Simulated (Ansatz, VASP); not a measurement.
Given: the input of a run of VASP 6.6.1 on Sn3Te.

Contents of INCAR:

```
PREC     = Accurate       # precision mode
ENCUT    = 520            # plane-wave cutoff, eV
EDIFF    = 1E-6           # SCF threshold, eV
ISMEAR   = -1             # smearing method
SIGMA    = 0.05           # smearing width, eV
LREAL    = False          # projectors in reciprocal space
LASPH    = True           # aspherical terms in the spheres
NELM     = 100            # most SCF steps
ALGO     = Fast           # electronic algorithm
ISIF     = 2              # what is computed and relaxed
LWAVE    = False          # write WAVECAR
LCHARG   = True           # write CHGCAR
GGA      = PE             # functional
LELF     = True           # ELF
LVHAR    = True         
NBANDS   = 32             # bands
```

File KPOINTS:

```
Automatic mesh
0
Gamma
  8 8 8
```

File POSCAR:

```
Sn3Te
1.0
   -2.2698068907      2.2698068907      5.4419376443
    2.2698068907     -2.2698068907      5.4419376443
    2.2698068907      2.2698068907     -5.4419376443
Te Sn
1 3
Direct
    0.0000000000      0.0000000000      0.0000000000
    0.5000000000      0.5000000000      0.0000000000
    0.2500000000      0.7500000000      0.5000000000
    0.7500000000      0.2500000000      0.5000000000
```

Potentials or basis: VASP PAW PBE potentials, release 64 (Te, Sn_d).

The run is started by

```bash
$ cat potpaw_PBE.64/Te/POTCAR potpaw_PBE.64/Sn_d/POTCAR > POTCAR
$ mpirun -np 1 vasp_std > vasp.out
```

Question: Translate it to Ansatz 0.2.0. Potentials there: Ansatz PAW.

Answer: As run (the cutoff follows the program's own potentials):

File input.yaml:

```yaml
crystal:
  lattice:
    - [-2.2698068907, 2.2698068907, 5.4419376443]
    - [2.2698068907, -2.2698068907, 5.4419376443]
    - [2.2698068907, 2.2698068907, -5.4419376443]
  atoms:
    - { symbol: Te, position: [0.0, 0.0, 0.0] }
    - { symbol: Sn, position: [0.5, 0.5, 0.0] }
    - { symbol: Sn, position: [0.25, 0.75, 0.5] }
    - { symbol: Sn, position: [0.75, 0.25, 0.5] }
hamiltonian:
  xc: pbe
  pseudopotentials: { kind: paw }
kpoints:
  mp_grid: { grid: [8, 8, 8] }
scf:
  occupations: { method: fermi_dirac, width: 0.05 }
output:
  forces: true
  stress: true
  eigenvalues: true
```

Potentials or basis: Ansatz PAW.

Launch:

```console
$ ansatz run input.yaml --threads 2 --pin off --max-ram 5632MiB --backend cpu --events-out ev --progress --plain --runs-dir out
```

Both were run:

|  | VASP | Ansatz | Ansatz less VASP |
| --- | --- | --- | --- |
| gap on the k mesh at the Fermi level (eV) | none | none | - |
| pressure (GPa) | 1.5 | 1.5 | +0.03 |
| traceless stress, the component that is largest in VASP (GPa) | -0.49 | -0.49 | +0.008 |

A gap of «none» marks a metal or a gap that the smearing closes. VASP's potentials hold 48 valence electrons a cell and Ansatz's 58, so a difference there can come from the potentials and not from the codes.

Neither program's run includes spin-orbit coupling.
